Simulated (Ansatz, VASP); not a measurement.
# Two plane-wave programs on Te2As

```
Te As
1.0
     3.80027    0.00000    0.00000
     0.00000    3.80027    0.00000
     0.00000    0.00000    6.77609
Te As
2 1
Cartesian
  1.9001 1.9001 4.1374
  0.0000 0.0000 0.9333
  0.0000 0.0000 5.1282
```

Alike in both runs: functional PBE; k mesh 6 × 6 × 3; occupations gaussian, width 0.2 eV; no spin polarisation.

Ansatz relaxed the structure, and its values are those at the end. VASP's run is a single point on that final structure, the one shown.

|  | VASP | Ansatz |
| --- | --- | --- |
| version | VASP 6.6.1 | Ansatz 0.2.0 |
| potentials or method | VASP PAW PBE potentials, release 64 (Te, As), cutoff 500 eV | scalar-relativistic, plane waves, PAW |
| valence electrons in the cell | 17 | 47 |

|  | VASP | Ansatz | Ansatz less VASP |
| --- | --- | --- | --- |
| gap on the k mesh at the Fermi level (eV) | none | none | - |
| pressure (GPa) | 0.1 | 0.0 | -0.03 |
| rms of the force components (eV/Å) | 0.014 | 0.005 | -0.0090 |

A gap of «none» marks a metal or a gap that the smearing closes. VASP's potentials hold 17 valence electrons a cell and Ansatz's 47, so a difference there can come from the potentials and not from the codes.

Spin-orbit coupling is off throughout.
